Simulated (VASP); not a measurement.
# Se (P1) in VASP: notebook

The runs below take Se through single point, with LDA.

All numbers are computed with VASP 6.6.1; they aren't measurements. Logs are shortened: lines on timing, memory, paths and dates and some standing lists are left out, and cuts for length are marked.

### 1 The cell of the first run

The typed cell holds 3 atoms: a = 4.366 Å, b = 4.385 Å, c = 4.954 Å, α = 90.21°, β = 90.57°, γ = 120.43°.

### 2 Single point, LDA (equal xy, yz and zx shear strains of -1 %)

Contents of INCAR:

```
  PREC = Accurate
  ENCUT = 520
  EDIFF = 1E-7
  ISMEAR = -1
  SIGMA = 0.03
  LREAL = F
  LASPH = T
  NELM = 60
  ALGO = Normal
  ISIF = 2
  LWAVE = F
  LCHARG = F
  GGA = CA
  NBANDS = 16
```

Contents of KPOINTS:

```
regular mesh
0
Gamma
  6 6 5
```

Contents of POSCAR:

```
Se
1.0
    4.3661999489     -0.0218309997     -0.0218309997
   -2.2020061749      3.7921555737     -0.0079907005
   -0.0247680000     -0.0247680000      4.9536000000
Se
3
Direct
    0.2254000000      0.0000000000      0.3333333333
    0.0000000000      0.2254000000      0.6666666667
    0.7746000000      0.7746000000      0.0000000000
```

Potentials or basis: VASP PAW LDA potentials, release 64 (Se).

Started as:

```bash
$ cat potpaw_LDA.64/Se/POTCAR > POTCAR
$ mpirun -np 1 vasp_std > vasp.out
```

OUTCAR:

```text
PREC = Accurate
   ENCUT = 520
   EDIFF = 1E-7
   ISMEAR = -1
   LREAL = F
   LASPH = T
   NELM = 60
   ISIF = 2
   GGA = CA

 ion  position               nearest neighbor table
   1  0.225  0.000  0.333-   3 2.35   2 2.38
   2  0.000  0.225  0.667-   1 2.38   3 2.39
   3  0.775  0.775  0.000-   1 2.35   2 2.39

  LATTYP: Found a triclinic cell.
 ALAT       =     4.3663091025
 B/A-ratio  =     2.0772100272
 C/A-ratio  =     1.0043097986
 COS(alpha) =     0.0021551915
 COS(beta)  =     0.5064554505
 COS(gamma) =     0.7234117948

  Lattice vectors:

 A1 = (  -4.3661999489,   0.0218309997,   0.0218309997)
 A2 = (  -6.5551617229,  -3.7732615743,   5.0052526999)
 A3 = (  -2.2020061749,   3.7921555737,  -0.0079907005)

Analysis of symmetry for initial positions (statically):
=====================================================================
 Subroutine PRICEL returns:
 Original cell was already a primitive cell.

 Routine SETGRP: Setting up the symmetry group for a
 triclinic supercell.

 Subroutine GETGRP returns: Found  1 space group operations
 (whereof  1 operations were pure point group operations)
 out of a pool of  2 trial point group operations.

The static configuration has the point symmetry C_1 .

Analysis of symmetry for dynamics (positions and initial velocities):
=====================================================================
 Subroutine PRICEL returns:
 Original cell was already a primitive cell.

 Routine SETGRP: Setting up the symmetry group for a
 triclinic supercell.

 Subroutine GETGRP returns: Found  1 space group operations
 (whereof  1 operations were pure point group operations)
 out of a pool of  2 trial point group operations.

The dynamic configuration has the point symmetry C_1 .

 Subroutine INISYM returns: Found  1 space group operations
 (whereof  1 operations are pure point group operations),
 and found     1 'primitive' translations

----------------------------------------------------------------------------------------

                                     Primitive cell

  volume of cell :      81.7760

  direct lattice vectors                    reciprocal lattice vectors
     4.366199949 -0.021831000 -0.021831000     0.229708137  0.133389370  0.001815488
    -2.202006175  3.792155574 -0.007990700     0.001329029  0.264476794  0.001329029
    -0.024768000 -0.024768000  4.953600000     0.001014490  0.001014490  0.201883530

  length of vectors
     4.366309103  4.385127015  4.953723838     0.265634803  0.264483473  0.201888628

  position of ions in fractional coordinates (direct lattice)
     0.225400000  0.000000000  0.333333333
     1.000000000  0.225400000  0.666666667
     0.774600000  0.774600000  0.000000000

  ion indices of the primitive-cell ions
   primitive index   ion index
                 1           1
                 2           2
                 3           3

----------------------------------------------------------------------------------------

 KPOINTS: regular mesh

Automatic generation of k-mesh.
 Grid dimensions read from file:
 generate k-points for:    6    6    5

 Generating k-lattice:

  Cartesian coordinates                     Fractional coordinates (reciprocal lattice)
     0.038284690  0.022231562  0.000302581     0.166666667 -0.000000000 -0.000000000
     0.000221505  0.044079466  0.000221505     0.000000000  0.166666667  0.000000000
     0.000202898  0.000202898  0.040376706    -0.000000000 -0.000000000  0.200000000

  Length of vectors
     0.044272467  0.044080579  0.040377726

  Shift w.r.t. Gamma in fractional coordinates (k-lattice)
     0.000000000  0.000000000  0.000000000

 Subroutine IBZKPT returns following result:
 ===========================================

 Found     92 irreducible k-points:

 Following reciprocal coordinates:
            Coordinates               Weight
  0.000000  0.000000  0.000000      1.000000
  0.166667  0.000000 -0.000000      2.000000
  0.333333  0.000000  0.000000      2.000000
  0.500000  0.000000  0.000000      1.000000
 -0.000000  0.166667  0.000000      2.000000
  0.166667  0.166667 -0.000000      2.000000
[... 16 lines left out ...]
  0.333333  0.000000  0.200000      2.000000
  0.500000  0.000000  0.200000      2.000000
 [... further k-points ...]
   k-points           NKPTS =     92   k-points in BZ     NKDIM =     92   number of bands    NBANDS=     16
   number of dos      NEDOS =    301   number of ions     NIONS =      3
   total plane-waves  NPLWV =  46080
   dimension x,y,z NGX =    32 NGY =   36 NGZ =   40
   dimension x,y,z NGXF=    64 NGYF=   72 NGZF=   80
   ions per type =               3
   NGX,Y,Z   is equivalent  to a cutoff of  12.18, 13.65, 13.42 a.u.
   NGXF,Y,Z  is equivalent  to a cutoff of  24.37, 27.30, 26.85 a.u.
 SYSTEM =  unknown system
   PREC   = accura    normal or accurate (medium, high low for compatibility)
   ISTART =      0    job   : 0-new  1-cont  2-samecut
   ICHARG =      2    charge: 1-file 2-atom 10-const
   ISPIN  =      1    spin polarized calculation?
   LNONCOLLINEAR =      F non collinear calculations
   LSORBIT =      F    spin-orbit coupling
   LASPH  =      T    aspherical Exc in radial PAW
   ENCUT  =  520.0 eV  38.22 Ry    6.18 a.u.   8.12  8.15  9.21*2*pi/ulx,y,z
   NELM   =     60;   NELMIN=  2; NELMDL= -5     # of ELM steps
   EDIFF  = 0.1E-06   stopping-criterion for ELM
   LREAL  =      F    real-space projection
   EDIFFG = 0.1E-05   stopping-criterion for IOM
   NSW    =      0    number of steps for IOM
   IBRION =     -1    ionic relax: 0-MD 1-quasi-New 2-CG
   NFREE  =      0    steps in history (QN), initial steepest desc. (CG)
   ISIF   =      2    stress and relaxation
   ISYM   =      2    0-nonsym 1-usesym 2-fastsym
   POTIM  = 0.5000    time-step for ionic-motion
   TEBEG  =    0.0;   TEEND  =   0.0 temperature during run
   PSTRESS=    0.0 pullay stress
   NELECT =      18.0000    total number of electrons
   NUPDOWN=      -1.0000    fix difference up-down
   EMIN   =  10.00;   EMAX   =-10.00  energy-range for DOS
   EFERMI =   0.00;   METHOD = LEGACY
   ISMEAR =    -1;   SIGMA  =   0.03  broadening in eV -4-tet -1-fermi 0-gaus
   EFERMI_NEDOS =   21; number of points for ismear=-14 and -15
   IALGO  =     38    algorithm
   IMIX   =      4    mixing-type and parameters
     AMIX     =   0.40;   BMIX     =  1.00
     AMIX_MAG =   1.60;   BMIX_MAG =  1.00
  volume/ion in A,a.u.               =      27.26       183.95
  Fermi-wavevector in a.u.,A,eV,Ry     =   0.988455  1.867909 13.293484  0.977044
  Thomas-Fermi vector in A             =   2.119983
   LORBIT       =      0    0 simple, 1 ext, 2 COOP (PROOUT), +10 PAW based schemes
   GGA     = CA    functional components
   LHFCALC =     F    Hartree Fock is set to
   AEXX    =    0.0000 exact exchange contribution
   IVDW    =     0    specifies the selected vdW correction
   LEPSILON=     F    determine dielectric tensor
   LRPA    =     F    only Hartree local field effects (RPA)
 non-spin polarized calculation
  energy-cutoff  :      520.00
  volume of cell :       81.78
 maximum number of plane-waves:      2215
   NGX = 17   NGY = 17   NGZ = 19

 number of electron      18.0000000 magnetization

 Free energy of the ion-electron system (eV)
  ---------------------------------------------------
  ext. energy  EPLUGINS =         0.00000000
  ---------------------------------------------------
  free energy    TOTEN  =       -12.32005810 eV

  energy without entropy =      -12.32005810  energy(sigma->0) =      -12.32005810

 E-fermi :   3.1676     XC(G=0):  -9.1839

 val. band max:        2.5861144409   @ k =   0.5000   0.1667   0.4000
 cond. band min:       3.7162027232   @ k =   0.0000   0.0000   0.4000
 fundamental gap:      1.1300882823
 Fermi energy:         3.1676193042

 k-point     1 :       0.0000    0.0000    0.0000
  band No.  band energies     occupation
      1     -13.2177      2.00000
      2      -9.1401      2.00000
      3      -9.0509      2.00000
      4      -1.2069      2.00000
      5      -1.1838      2.00000
      6      -1.1194      2.00000
[... 8 lines left out ...]
     15       8.9947      0.00000
     16      10.9717      0.00000

 k-point     2 :       0.1667    0.0000   -0.0000
  band No.  band energies     occupation
      1     -13.1096      2.00000
      2      -9.1580      2.00000
      3      -9.1224      2.00000
      4      -1.9094      2.00000
      5      -1.5232      2.00000
      6      -0.9347      2.00000
[... 8 lines left out ...]
     15       9.8323      0.00000
     16      10.9352      0.00000

 k-point     3 :       0.3333    0.0000    0.0000
  band No.  band energies     occupation
      1     -12.8643      2.00000
      2      -9.3883      2.00000
      3      -9.1264      2.00000
      4      -2.4265      2.00000
      5      -1.9315      2.00000
      6      -0.9785      2.00000
[... 8 lines left out ...]
     15      11.0834      0.00000
     16      11.9852      0.00000

 k-point     4 :       0.5000    0.0000    0.0000
  band No.  band energies     occupation
      1     -12.7217      2.00000
      2      -9.5423      2.00000
      3      -9.1224      2.00000
      4      -2.5296      2.00000
      5      -2.1015      2.00000
      6      -0.8263      2.00000
[... 8 lines left out ...]
     15      12.2190      0.00000
     16      12.3275      0.00000

 k-point     5 :      -0.0000    0.1667    0.0000
  band No.  band energies     occupation
      1     -13.1123      2.00000
      2      -9.2259      2.00000
      3      -9.0509      2.00000
      4      -1.8876      2.00000
      5      -1.5072      2.00000
      6      -0.9361      2.00000
[... 8 lines left out ...]
     15       9.7642      0.00000
     16      10.9820      0.00000

 k-point     6 :       0.1667    0.1667   -0.0000
  band No.  band energies     occupation
      1     -12.9326      2.00000
      2      -9.3305      2.00000
      3      -9.1136      2.00000
      4      -2.2538      2.00000
      5      -1.9992      2.00000
      6      -0.8034      2.00000
[... 8 lines left out ...]
     15      10.5022      0.00000
     16      11.3836      0.00000

 k-point     7 :       0.3333    0.1667    0.0000
  band No.  band energies     occupation
      1     -12.7280      2.00000
      2      -9.4562      2.00000
      3      -9.2077      2.00000
      4      -2.4490      2.00000
      5      -2.2083      2.00000
      6      -0.6949      2.00000
[... 8 lines left out ...]
     15      11.5221      0.00000
     16      12.0084      0.00000

 k-point     8 :       0.5000    0.1667    0.0000
  band No.  band energies     occupation
      1     -12.7297      2.00000
      2      -9.4536      2.00000
      3      -9.2105      2.00000
      4      -2.4483      2.00000
      5      -2.2096      2.00000
      6      -0.6939      2.00000
[... 8 lines left out ...]
     15      11.5188      0.00000
     16      11.9623      0.00000

 k-point     9 :      -0.3333    0.1667   -0.0000
  band No.  band energies     occupation
      1     -12.9355      2.00000
      2      -9.3290      2.00000
      3      -9.1163      2.00000
      4      -2.2593      2.00000
      5      -1.9963      2.00000
      6      -0.7917      2.00000
[... 8 lines left out ...]
     15      10.4990      0.00000
     16      11.3816      0.00000
[... 172 lines left out ...]
 k-point    19 :       0.3333    0.5000    0.0000
  band No.  band energies     occupation
      1     -12.7428      2.00000
      2      -9.5325      2.00000
      3      -9.1148      2.00000
      4      -2.4459      2.00000
      5      -2.1724      2.00000
      6      -0.6594      2.00000
[... 8 lines left out ...]
     15      11.5180      0.00000
     16      12.0493      0.00000

 k-point    20 :       0.5000    0.5000   -0.0000
  band No.  band energies     occupation
      1     -12.7408      2.00000
      2      -9.6238      2.00000
      3      -9.0163      2.00000
      4      -2.5313      2.00000
      5      -2.0583      2.00000
      6      -0.7893      2.00000
[... 8 lines left out ...]
     15      12.2296      0.00000
     16      12.3381      0.00000

 k-point    21 :      -0.0000    0.0000    0.2000
  band No.  band energies     occupation
      1     -13.0284      2.00000
      2     -10.4089      2.00000
      3      -7.8354      2.00000
      4      -1.6642      2.00000
      5      -1.0264      2.00000
      6      -0.8990      2.00000
[... 8 lines left out ...]
     15       9.5286      0.00000
     16       9.8643      0.00000

 k-point    22 :       0.1667    0.0000    0.2000
  band No.  band energies     occupation
      1     -12.9186      2.00000
      2     -10.3956      2.00000
      3      -7.9791      2.00000
      4      -1.9851      2.00000
      5      -1.5135      2.00000
      6      -0.7979      2.00000
[... 8 lines left out ...]
     15       9.8524      0.00000
     16      10.0643      0.00000

 k-point    23 :       0.3333    0.0000    0.2000
  band No.  band energies     occupation
      1     -12.6810      2.00000
      2     -10.3416      2.00000
      3      -8.3325      2.00000
      4      -2.3585      2.00000
      5      -2.0850      2.00000
      6      -0.7597      2.00000
[... 8 lines left out ...]
     15      10.6095      0.00000
     16      11.0974      0.00000

 k-point    24 :       0.5000    0.0000    0.2000
  band No.  band energies     occupation
      1     -12.5480      2.00000
      2     -10.3227      2.00000
      3      -8.4952      2.00000
      4      -2.5939      2.00000
      5      -2.3949      2.00000
      6      -1.0043      2.00000
[... 8 lines left out ...]
     15      11.9249      0.00000
     16      12.2304      0.00000

 [... further k-points ...]
[... 5 lines left out ...]
  --------------------------------------------------------------------------------------
  -------------------------------------------------------------------------------------
  Total       -0.6648525     -0.8797025     -0.0371427      0.1807847      0.2501645      0.3620501
  in kB      -13.0259599    -17.2353571     -0.7277092      3.5419809      4.9012865      7.0933783
  external PRESSURE =     -10.3296754 kB  Pullay stress =       0.0000000 kB

 VOLUME and BASIS-vectors are now :
 -----------------------------------------------------------------------------
  energy-cutoff  :      520.00
  volume of cell :       81.78
      direct lattice vectors                 reciprocal lattice vectors
     4.366199949 -0.021831000 -0.021831000     0.229708137  0.133389370  0.001815488
    -2.202006175  3.792155574 -0.007990700     0.001329029  0.264476794  0.001329029
    -0.024768000 -0.024768000  4.953600000     0.001014490  0.001014490  0.201883530

 POSITION                                       TOTAL-FORCE (eV/Angst)
 -----------------------------------------------------------------------------------
      0.97589     -0.01318      1.64628         0.310268      0.081451      0.164453
     -0.51284      0.83824      3.30060        -0.084783      0.149871      0.018997
      1.67638      2.92049     -0.02310        -0.225485     -0.231322     -0.183450
 -----------------------------------------------------------------------------------
    total drift:                               -0.000092      0.000018     -0.000035

  FREE ENERGIE OF THE ION-ELECTRON SYSTEM (eV)
  ---------------------------------------------------
  free  energy   TOTEN  =       -12.3200580978 eV

  energy  without entropy=      -12.3200580974  energy(sigma->0) =      -12.32005810
```

Run time: 44 s. Hardware: 1 thread of AMD EPYC 9R45 (Zen 5), shared host; peak memory 0.19 GiB.

What came out:

```yaml
Free_energy: -12.3201 eV
Pressure: -1.0 GPa
Largest_force: 0.371 eV/Å
Band_gap_on_the_k_mesh: 1.13 eV (least direct gap 1.41 eV)
```

Forces on the atoms (eV/Å):
```
Se   0.310  0.081  0.164
Se  -0.085  0.150  0.019
Se  -0.225 -0.231 -0.183
```

Caveat: the cell differs from its parent crystal (equal xy, yz and zx shear strains of -1 %).

(Part 1 of 2 ends here.)
